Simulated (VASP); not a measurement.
Set up this calculation in VASP 6.6.1, as the native input.

```
Task                   : single point
Functional             : PBE
Potentials or basis    : VASP PAW PBE potentials, release 64 (Sc_sv, Ru_pv)
Cutoff                 : 520 eV
k mesh                 : 8 × 8 × 8
Occupations            : gaussian, width 0.1 eV
Spin                   : no spin polarisation
Dipole correction      : no
Further INCAR settings : ALGO = Fast; EDIFF = 1e-06; NBANDS = 63
```

The structure of ScRu3 lies in POSCAR:

```
ScRu3
1.0
    4.9892471298      0.0000000000      0.0000000000
    0.0000000000      4.9892471298      0.0000000000
    0.0000000000      0.0000000000      4.9892471298
Sc Ru
2 6
Direct
    0.0000000000      0.0000000000      0.0000000000
    0.5000000000      0.5000000000      0.5000000000
    0.2500000000      0.0000000000      0.5000000000
    0.5000000000      0.7500000000      0.0000000000
    0.7500000000      0.0000000000      0.5000000000
    0.5000000000      0.2500000000      0.0000000000
    0.0000000000      0.5000000000      0.7500000000
    0.0000000000      0.5000000000      0.2500000000
```

The cell was generated, and may not be a known phase.

These files were run (other wordings do the same):

INCAR

```
SYSTEM = ScRu3
  PREC = Accurate
  ENCUT = 520
  EDIFF = 1E-6
  ISMEAR = 0
  SIGMA = 0.1
  LREAL = .FALSE.
  LASPH = .TRUE.
  NELM = 100
  ALGO = Fast
  ISIF = 2
  LWAVE = .FALSE.
  LCHARG = .TRUE.
  GGA = PE
  LELF = .TRUE.
  LVHAR = .TRUE.
  NBANDS = 63
```

KPOINTS

```
Automatic mesh
0
G
  8 8 8
  0 0 0
```

Potentials or basis: VASP PAW PBE potentials, release 64 (Sc_sv, Ru_pv).

Launch:

```bash
$ cat potpaw_PBE.64/Sc_sv/POTCAR potpaw_PBE.64/Ru_pv/POTCAR > POTCAR
$ mpirun -np 1 vasp_std > vasp.out
```

Results of the run:

```yaml
Pressure: 0.2 GPa
Band_gap_on_the_k_mesh: zero (bands 53 and 54 overlap by 0.86 eV)
```

It took 4 min on 1 thread of Intel(R) Xeon(R) 6975P-C (Granite Rapids) (shared host), peak memory 0.36 GiB.
